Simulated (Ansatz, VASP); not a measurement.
**TiO2 in VASP and in Ansatz**

```
Ti O
1.0
     5.14912    0.00000    0.00000
     0.00000    9.19420    0.00000
     0.00000    0.00000    5.45912
Ti O
8 16
Cartesian
  0.7101 3.4113 2.1977
  3.2847 1.1858 3.2614
  1.8644 5.7829 4.9273
  4.4390 8.0084 0.5318
  4.4390 5.7829 3.2614
  1.8644 8.0084 2.1977
  3.2847 3.4113 0.5318
  0.7101 1.1858 4.9273
  2.3928 2.4798 2.1290
  4.9674 2.1173 3.3301
  0.1817 6.7144 4.8586
  2.7563 7.0769 0.6005
  2.7563 6.7144 3.3301
  0.1817 7.0769 2.1290
  4.9674 2.4798 0.6005
  2.3928 2.1173 4.8586
  4.2049 0.0964 4.6467
  1.6304 4.5008 0.8124
  3.5187 9.0979 1.9172
  0.9442 4.6935 3.5419
  0.9442 9.0979 0.8124
  3.5187 4.6935 4.6467
  1.6304 0.0964 3.5419
  4.2049 4.5008 1.9172
```

Alike in both runs: task single point; functional PBE; dispersion D3(BJ); k mesh 4 × 2 × 4; occupations gaussian, width 0.1 eV; no spin polarisation.

|  | VASP | Ansatz |
| --- | --- | --- |
| version | VASP 6.6.1 | Ansatz 0.2.0 |
| potentials or method | VASP PAW PBE potentials, release 64 (Ti_sv, O), cutoff 600 eV | scalar-relativistic, plane waves, PAW |
| valence electrons in the cell | 192 | 192 |

|  | VASP | Ansatz | Ansatz less VASP |
| --- | --- | --- | --- |
| gap on the k mesh at the Fermi level (eV) | 2.28 | 2.30 | +0.024 |
| least direct gap on the mesh (eV) | 2.28 | 2.30 | +0.024 |
| pressure (GPa) | 0.5 | 0.1 | -0.44 |
| traceless stress, the component that is largest in VASP (GPa) | 0.10 | 0.07 | -0.033 |
| rms of the force components (eV/Å) | 0.048 | 0.050 | +0.0024 |

Atom by atom the forces differ by 0.018 eV/Å (rms over components).
